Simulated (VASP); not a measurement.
# TaN (P6/mmm) in VASP: notebook, part 2 of 3

VASP 6.6.1. The steps go on from the part before.

**3. Single point, RPBE+D4, collinear spin, ferrimagnetic start (volume scaled by 0.96)**

Input file INCAR:

```
ALGO     = Normal         # electronic algorithm
EDIFF    = 1E-6           # SCF threshold, eV
ENCUT    = 520            # plane-wave cutoff, eV
GGA      = RP             # functional
ISIF     = 2              # what is computed and relaxed
ISMEAR   = 0              # smearing method
ISPIN    = 2              # spin polarisation
IVDW     = 13             # dispersion correction
LASPH    = True           # aspherical terms in the spheres
LCHARG   = False          # write CHGCAR
LMAXMIX  = 4              # l up to which the mixer works
LORBIT   = 11             # projections on sites
LREAL    = False          # projectors in reciprocal space
LWAVE    = False          # write WAVECAR
MAGMOM   = 0.05 -0.05 -0.05 0 0 0 # initial moments
NBANDS   = 37             # bands
NELM     = 150            # most SCF steps
PREC     = Accurate       # precision mode
SIGMA    = 0.05           # smearing width, eV
```

Input file KPOINTS:

```
k-points
0
Gamma
  6 6 8
```

Input file POSCAR:

```
TaN
1.0
    5.1388335286      0.0000000000      0.0000000000
   -2.5694167643      4.4503603816      0.0000000000
    0.0000000000      0.0000000000      2.8948601161
Ta N
3 3
Direct
    0.0000000000      0.0000000000      0.0000000000
    0.3333333333      0.6666666667      0.5000000000
    0.6666666667      0.3333333333      0.5000000000
    0.5000000000      0.0000000000      0.0000000000
    0.5000000000      0.5000000000      0.0000000000
    0.0000000000      0.5000000000      0.0000000000
```

Potentials or basis: VASP PAW PBE potentials, release 64 (Ta_pv, N).

Command:

```
$ cat potpaw_PBE.64/Ta_pv/POTCAR potpaw_PBE.64/N/POTCAR > POTCAR
$ mpirun -np 1 vasp_std > vasp.out
```

It took 3 min on 1 thread of Intel Xeon 8259CL, shared host; peak memory 0.3 GiB.

The run converged. Its results:

| Quantity | Value |
| --- | --- |
| Free energy | -65.1160 eV |
| Pressure | 13.5 GPa |
| Band gap on the k mesh | zero (filled and empty bands overlap) |
| Net moment | 0.00 μB per cell |
| Valence electrons inside the program's atomic spheres | Ta 8.66, 9.11; N 3.84 |
| Dispersion energy per atom | -0.612 eV |

Stress tensor (GPa, compression positive):
```
13.40  0.00  0.00
 0.00 13.40  0.00
 0.00  0.00 13.78
```

Levels at points of the mesh, in eV from the Fermi level:
Spin up:
| k point | band 21 | band 22 | band 23 | band 24 | band 25 | band 26 | band 27 | band 28 |
| --- | --- | --- | --- | --- | --- | --- | --- | --- |
| (0.00, 0.00, 0.00) | -3.05 | -2.59 | -2.09 | -1.28 | -1.28 | 0.79 | 0.79 | 1.39 |
| (0.50, 0.00, 0.00) | -3.53 | -2.95 | -1.73 | -0.67 | 1.41 | 1.89 | 1.91 | 2.30 |
| (0.00, 0.00, 0.50) | -3.18 | -3.18 | -2.00 | 0.92 | 0.92 | 1.42 | 1.92 | 2.64 |
| (0.50, 0.00, 0.50) | -3.49 | -3.24 | -2.25 | -1.27 | 1.08 | 1.44 | 3.15 | 3.56 |
Spin down:
```tsv
k point	band 21	band 22	band 23	band 24	band 25	band 26	band 27	band 28
(0.00, 0.00, 0.00)	-3.06	-2.59	-2.09	-1.28	-1.28	0.79	0.79	1.39
(0.50, 0.00, 0.00)	-3.53	-2.95	-1.73	-0.67	1.41	1.89	1.91	2.30
(0.00, 0.00, 0.50)	-3.18	-3.18	-2.00	0.92	0.92	1.42	1.92	2.64
(0.50, 0.00, 0.50)	-3.49	-3.24	-2.25	-1.27	1.08	1.44	3.15	3.56
```

Caveat: the cell differs from its parent crystal (volume scaled by 0.96); the PAW data sets were made with another functional, which shifts forces and pressure a little; spin-orbit coupling is left out, which moves the levels of the heavy elements; pairwise dispersion overbinds metals, which lowers pressure and volume.

**4. Single point, PBEsol+D3(BJ), collinear spin, ferrimagnetic start**

This run uses another cell than the first one, of 11.11 Å³/atom, 1.016 times its volume.

Input file INCAR:

```
SYSTEM = TaN
PREC     = Accurate       ! precision mode
ENCUT    = 520            ! plane-wave cutoff, eV
EDIFF    = 1E-7           ! SCF threshold, eV
ISMEAR   = 0              ! smearing method
SIGMA    = 0.05           ! smearing width, eV
LREAL    = .FALSE.        ! projectors in reciprocal space
LASPH    = .TRUE.         ! aspherical terms in the spheres
NELM     = 150            ! most SCF steps
ALGO     = Normal         ! electronic algorithm
ISIF     = 2              ! what is computed and relaxed
LWAVE    = .FALSE.        ! write WAVECAR
LCHARG   = .TRUE.         ! write CHGCAR
ISPIN    = 2              ! spin polarisation
MAGMOM   = 0.05 -0.05 -0.05 0 0 0 ! initial moments
LORBIT   = 11             ! projections on sites
LMAXMIX  = 4              ! l up to which the mixer works
GGA      = PS             ! functional
IVDW     = 12             ! dispersion correction
LELF     = .TRUE.         ! ELF
LVHAR    = .TRUE.       
NBANDS   = 37             ! bands
```

Input file KPOINTS:

```
Automatic mesh
0
G
  6 6 8
  0 0 0
```

Changes to POSCAR since step 3:

```diff
@@ -2,5 +2,5 @@
 1.0
-    5.1388335286      0.0000000000      0.0000000000
-   -2.5694167643      4.4503603816      0.0000000000
-    0.0000000000      0.0000000000      2.8948601161
+    5.1522692890      0.0000000000      0.0000000000
+   -2.5761346445      4.4619960914      0.0000000000
+    0.0000000000      0.0000000000      2.9003941043
 Ta N
```

Potentials or basis: VASP PAW PBE potentials, release 64 (Ta_pv, N).

Command:

```
$ cat potpaw_PBE.64/Ta_pv/POTCAR potpaw_PBE.64/N/POTCAR > POTCAR
$ mpirun -np 1 vasp_std > vasp.out
```

OUTCAR:

```text
SYSTEM = TaN
   PREC = Accurate
   ENCUT = 520
   EDIFF = 1E-7
   ISMEAR = 0
   LREAL = .FALSE.
   LASPH = .TRUE.
   NELM = 150
   ISIF = 2
   ISPIN = 2
   LORBIT = 11
   GGA = PS
   IVDW = 12
 IVDW          = 12

 ion  position               nearest neighbor table
   1  0.000  0.000  0.000-   5 2.58   6 2.58   6 2.58   5 2.58   4 2.58   4 2.58   3 3.31   3 3.31
                             2 3.31   2 3.31   2 3.31   3 3.31   2 3.31   3 3.31   2 3.31   3 3.31
   2  0.333  0.667  0.500-   4 2.08   4 2.08   6 2.08   6 2.08   5 2.08   5 2.08   3 2.97   3 2.97
                             3 2.97   1 3.31   1 3.31   1 3.31   1 3.31   1 3.31   1 3.31
   3  0.667  0.333  0.500-   4 2.08   4 2.08   6 2.08   6 2.08   5 2.08   5 2.08   2 2.97   2 2.97
                             2 2.97   1 3.31   1 3.31   1 3.31   1 3.31   1 3.31   1 3.31
   4  0.500  0.000  0.000-   2 2.08   3 2.08   2 2.08   3 2.08   1 2.58   1 2.58
   5  0.500  0.500  0.000-   2 2.08   3 2.08   2 2.08   3 2.08   1 2.58   1 2.58
   6  0.000  0.500  0.000-   2 2.08   3 2.08   2 2.08   3 2.08   1 2.58   1 2.58

  LATTYP: Found a hexagonal cell.
 ALAT       =     5.1522692890
 C/A-ratio  =     0.5629352702

  Lattice vectors:

 A1 = (   5.1522692890,   0.0000000000,   0.0000000000)
 A2 = (  -2.5761346445,   4.4619960914,   0.0000000000)
 A3 = (   0.0000000000,   0.0000000000,   2.9003941043)

Analysis of symmetry for initial positions (statically):
=====================================================================
 Subroutine PRICEL returns:
 Original cell was already a primitive cell.

 Routine SETGRP: Setting up the symmetry group for a
 hexagonal supercell.

 Subroutine GETGRP returns: Found 24 space group operations
 (whereof 24 operations were pure point group operations)
 out of a pool of 24 trial point group operations.

The static configuration has the point symmetry D_6h.

Analysis of symmetry for dynamics (positions and initial velocities):
=====================================================================
 Subroutine PRICEL returns:
 Original cell was already a primitive cell.

 Routine SETGRP: Setting up the symmetry group for a
 hexagonal supercell.

 Subroutine GETGRP returns: Found 24 space group operations
 (whereof 24 operations were pure point group operations)
 out of a pool of 24 trial point group operations.

The dynamic configuration has the point symmetry D_6h.

Analysis of structural, dynamic, and magnetic symmetry:
=====================================================================
 Subroutine PRICEL returns:
 Original cell was already a primitive cell.

 Routine SETGRP: Setting up the symmetry group for a
 hexagonal supercell.

 Subroutine GETGRP returns: Found 24 space group operations
 (whereof 24 operations were pure point group operations)
 out of a pool of 24 trial point group operations.

The overall configuration has the point symmetry D_6h.

 Subroutine INISYM returns: Found 24 space group operations
 (whereof 24 operations are pure point group operations),
 and found     1 'primitive' translations

----------------------------------------------------------------------------------------

                                     Primitive cell

  volume of cell :      66.6783

  direct lattice vectors                    reciprocal lattice vectors
     5.152269289  0.000000000  0.000000000     0.194089234  0.112057472  0.000000000
    -2.576134645  4.461996091  0.000000000     0.000000000  0.224114943  0.000000000
     0.000000000  0.000000000  2.900394104     0.000000000  0.000000000  0.344780731

  length of vectors
[... 105 lines left out ...]
   ISMEAR =     0;   SIGMA  =   0.05  broadening in eV -4-tet -1-fermi 0-gaus
   EFERMI_NEDOS =   21; number of points for ismear=-14 and -15
   IALGO  =     38    algorithm
   IMIX   =      4    mixing-type and parameters
     AMIX     =   0.40;   BMIX     =  1.00
     AMIX_MAG =   1.60;   BMIX_MAG =  1.00
  volume/ion in A,a.u.               =      11.11        74.99
  Fermi-wavevector in a.u.,A,eV,Ry     =   1.467215  2.772634 29.289518  2.152719
  Thomas-Fermi vector in A             =   2.582859
   LORBIT       =     11    0 simple, 1 ext, 2 COOP (PROOUT), +10 PAW based schemes
   GGA     = PS    functional components
   LHFCALC =     F    Hartree Fock is set to
   AEXX    =    0.0000 exact exchange contribution
   IVDW    =    12    specifies the selected vdW correction
   LEPSILON=     F    determine dielectric tensor
   LRPA    =     F    only Hartree local field effects (RPA)
 spin polarized calculation
 Gauss-broadening in eV      SIGMA  =   0.05
  energy-cutoff  :      520.00
  volume of cell :       66.68
 maximum number of plane-waves:      1824
 NGX is ok and might be reduce to    40
   NGX = 19   NGY = 19   NGZ = 11

 number of electron      47.9999996 magnetization       0.0000461

 number of electron      47.9999996 magnetization      -0.0000082

 Free energy of the ion-electron system (eV)
  ---------------------------------------------------
  ext. energy  EPLUGINS =         0.00000000
  ---------------------------------------------------
  free energy    TOTEN  =       -68.67117774 eV

  energy without entropy =      -68.66889420  energy(sigma->0) =      -68.67003597

 E-fermi :   8.2298     XC(G=0): -13.2910

 val. band max:        8.2116531419   @ k =   0.1667   0.0000   0.3750
 cond. band min:       8.2469228400   @ k =   0.1667   0.0000   0.2500
 fundamental gap:      0.0352696981
 Fermi energy:         8.2298410514

 spin component 1

 k-point     1 :       0.0000    0.0000    0.0000
  band No.  band energies     occupation
      1     -27.9114      1.00000
      2     -27.9114      1.00000
      3     -27.5040      1.00000
      4     -27.5040      1.00000
      5     -27.2798      1.00000
      6     -27.1688      1.00000
[... 925 lines left out ...]
     35      14.2471      0.00000
     36      15.0815      0.00000

 [... further k-points ...]

 spin component 2

 k-point     1 :       0.0000    0.0000    0.0000
  band No.  band energies     occupation
      1     -27.9114      1.00000
      2     -27.9114      1.00000
      3     -27.5040      1.00000
      4     -27.5040      1.00000
      5     -27.2798      1.00000
      6     -27.1688      1.00000
[... 925 lines left out ...]
     35      14.2471      0.00000
     36      15.0815      0.00000

 [... further k-points ...]

 [bands above 36 left out]

------------------------ aborting loop because EDIFF is reached ----------------------------------------

 Edisp (eV)   -2.67127

 E8    (eV) :    -1.8548

  FORCE on cell =-STRESS in cart. coord.  units (eV):
  Direction    XX          YY          ZZ          XY          YZ          ZX
  --------------------------------------------------------------------------------------
  -------------------------------------------------------------------------------------
  Total       0.38347     0.38347     0.50181     0.00000     0.00000     0.00000
  in kB       9.21411     9.21411    12.05760     0.00000     0.00000     0.00000
  external pressure =       10.16 kB  Pullay stress =        0.00 kB

 VOLUME and BASIS-vectors are now :
 -----------------------------------------------------------------------------
  energy-cutoff  :      520.00
  volume of cell :       66.68
      direct lattice vectors                 reciprocal lattice vectors
     5.152269289  0.000000000  0.000000000     0.194089234  0.112057472  0.000000000
    -2.576134645  4.461996091  0.000000000     0.000000000  0.224114943  0.000000000
     0.000000000  0.000000000  2.900394104     0.000000000  0.000000000  0.344780731

 POSITION                                       TOTAL-FORCE (eV/Angst)
 -----------------------------------------------------------------------------------
      0.00000      0.00000      0.00000         0.000000      0.000000      0.000000
     -0.00000      2.97466      1.45020         0.000000      0.000000      0.000000
      2.57613      1.48733      1.45020        -0.000000     -0.000000     -0.000000
      2.57613      0.00000      0.00000         0.000000      0.000000      0.000000
      1.28807      2.23100      0.00000         0.000000      0.000000      0.000000
     -1.28807      2.23100      0.00000         0.000000      0.000000      0.000000
 -----------------------------------------------------------------------------------
    total drift:                               -0.000000      0.000000     -0.000000

  FREE ENERGIE OF THE ION-ELECTRON SYSTEM (eV)
  ---------------------------------------------------
  free  energy   TOTEN  =       -71.3424490910 eV

  energy  without entropy=      -71.3401655525  energy(sigma->0) =      -71.34130732

 total charge

# of ion       s       p       d       tot
------------------------------------------
    1        0.271   6.121   2.267   8.658
    2        0.328   6.324   2.462   9.114
    3        0.328   6.324   2.462   9.114
    4        1.245   2.560   0.000   3.805
    5        1.245   2.560   0.000   3.805
    6        1.245   2.560   0.000   3.805
--------------------------------------------------
tot          4.663  26.449   7.190  38.302

 magnetization (x)

# of ion       s       p       d       tot
------------------------------------------
    1        0.000  -0.000  -0.000  -0.000
    2        0.000   0.000   0.000   0.000
    3        0.000   0.000   0.000   0.000
    4       -0.000   0.000   0.000   0.000
    5       -0.000   0.000   0.000   0.000
    6       -0.000   0.000   0.000   0.000
--------------------------------------------------
tot          0.000   0.000  -0.000  -0.000
```

It took 3.7 min on 1 thread of Intel Xeon 8259CL, shared host; peak memory 0.3 GiB.

What came out:

```yaml
Free_energy: -71.3424 eV
Pressure: 1.0 GPa
Band_gap_on_the_k_mesh: zero (filled and empty bands overlap)
Net_moment: 0.00 μB per cell
Valence_electrons_inside_the_program's_atomic_spheres: Ta 8.66, 9.11; N 3.81
Dispersion_energy_per_atom: -0.445 eV
```

Stress tensor (GPa, compression positive):
```
0.92 0.00 0.00
0.00 0.92 0.00
0.00 0.00 1.21
```

Levels at points of the mesh, in eV from the Fermi level:
Spin up:
| k point | band 22 | band 23 | band 24 | band 25 | band 26 | band 27 |
| --- | --- | --- | --- | --- | --- | --- |
| (0.00, 0.00, 0.00) | -2.53 | -2.09 | -1.31 | -1.31 | 0.76 | 0.76 |
| (0.50, 0.00, 0.00) | -2.89 | -1.72 | -0.69 | 1.36 | 1.84 | 1.87 |
| (0.00, 0.00, 0.50) | -3.13 | -1.95 | 0.88 | 0.88 | 1.45 | 1.81 |
| (0.50, 0.00, 0.50) | -3.20 | -2.21 | -1.24 | 1.06 | 1.39 | 3.12 |
Spin down:
```tsv
k point	band 22	band 23	band 24	band 25	band 26	band 27
(0.00, 0.00, 0.00)	-2.53	-2.09	-1.31	-1.31	0.76	0.76
(0.50, 0.00, 0.00)	-2.89	-1.72	-0.69	1.36	1.84	1.87
(0.00, 0.00, 0.50)	-3.13	-1.95	0.88	0.88	1.45	1.81
(0.50, 0.00, 0.50)	-3.20	-2.21	-1.24	1.06	1.39	3.12
```

Caveat: the PAW data sets were made with another functional, which shifts forces and pressure a little; spin-orbit coupling is left out, which moves the levels of the heavy elements; pairwise dispersion overbinds metals, which lowers pressure and volume.

**5. Relaxation of shape and atoms at fixed volume, PBEsol, collinear spin, ferrimagnetic start (volume scaled by 1.02)**

Input file INCAR:

```
SYSTEM = TaN
  PREC = Accurate
  ENCUT = 600
  EDIFF = 1E-6
  ISMEAR = 0
  SIGMA = 0.05
  LREAL = .False.
  LASPH = .True.
  NELM = 150
  ALGO = Normal
  ISIF = 4
  LWAVE = .False.
  LCHARG = .False.
  ISPIN = 2
  MAGMOM = 0.05 -0.05 -0.05 0 0 0
  LORBIT = 11
  LMAXMIX = 4
  GGA = PS
  IBRION = 2
  NSW = 60
  EDIFFG = -0.01
```

Input file KPOINTS:

```
regular mesh
0
Gamma
  6 6 8
  0 0 0
```

Changes to POSCAR since step 4:

```diff
@@ -2,5 +2,5 @@
 1.0
-    5.1522692890      0.0000000000      0.0000000000
-   -2.5761346445      4.4619960914      0.0000000000
-    0.0000000000      0.0000000000      2.9003941043
+    5.2342935566      0.0000000000      0.0000000000
+   -2.6171467783      4.5330311908      0.0000000000
+    0.0000000000      0.0000000000      2.9266824270
 Ta N
```

Command:

```
$ cat potpaw_PBE.64/Ta_pv/POTCAR potpaw_PBE.64/N/POTCAR > POTCAR
$ mpirun -np 1 vasp_std > vasp.out
```

It took 10 min on 1 thread of AMD EPYC 7R13, shared host; peak memory 0.28 GiB.

It converged, with:

```
Free energy                                           : -68.6977 eV
Energy gained by relaxing                             : 0.3 meV/atom
Ionic steps                                           : 3
Pressure after relaxing                               : -5.0 GPa
Band gap on the k mesh                                : zero (filled and empty bands overlap)
Net moment                                            : 0.00 μB per cell
Valence electrons inside the program's atomic spheres : Ta 8.61, 9.01; N 3.76
```

Step by step:
| step | energy change (eV) | largest force (eV/Å) | pressure (GPa) | volume (Å³) |
| --- | --- | --- | --- | --- |
| 1 | 0.0000 | 0.0000 | -5.37 | 69.44 |
| 2 | -0.0015 | 0.0000 | -4.89 | 69.44 |
| 3 | -0.0016 | 0.0000 | -4.96 | 69.44 |

Final structure:
```
Ta N
1.0
     5.24432    0.00000    0.00000
    -2.62216    4.54172    0.00000
     0.00000    0.00000    2.91550
Ta N
3 3
Direct
  0.00000 0.00000 0.00000
  0.33333 0.66667 0.50000
  0.66667 0.33333 0.50000
  0.50000 0.00000 0.00000
  0.50000 0.50000 0.00000
  0.00000 0.50000 0.00000
```

Levels at points of the mesh, in eV from the Fermi level:
Spin up:
| k point | band 22 | band 23 | band 24 | band 25 | band 26 | band 27 |
| --- | --- | --- | --- | --- | --- | --- |
| (0.00, 0.00, 0.00) | -2.48 | -2.12 | -1.27 | -1.27 | 0.82 | 0.82 |
| (0.50, 0.00, 0.00) | -2.95 | -1.73 | -0.76 | 1.22 | 1.75 | 1.79 |
| (0.00, 0.00, 0.50) | -3.11 | -1.90 | 0.82 | 0.82 | 1.52 | 1.60 |
| (0.50, 0.00, 0.50) | -3.05 | -2.11 | -1.22 | 0.99 | 1.28 | 3.00 |
Spin down:
| k point | band 20 | band 21 | band 22 | band 23 | band 24 | band 25 | band 26 | band 27 | band 28 |
| --- | --- | --- | --- | --- | --- | --- | --- | --- | --- |
| (0.00, 0.00, 0.00) | -3.04 | -3.04 | -2.48 | -2.12 | -1.27 | -1.27 | 0.82 | 0.82 | 1.05 |
| (0.50, 0.00, 0.00) | -4.52 | -3.37 | -2.95 | -1.73 | -0.76 | 1.22 | 1.75 | 1.79 | 2.24 |
| (0.00, 0.00, 0.50) | -3.65 | -3.11 | -3.11 | -1.90 | 0.82 | 0.82 | 1.52 | 1.60 | 2.39 |
| (0.50, 0.00, 0.50) | -4.43 | -3.35 | -3.05 | -2.11 | -1.22 | 0.99 | 1.28 | 3.00 | 3.28 |

Caveat: the cell differs from its parent crystal (volume scaled by 1.02); the PAW data sets were made with another functional, which shifts forces and pressure a little; spin-orbit coupling is left out, which moves the levels of the heavy elements.

(Continued in part 3 of 3.)
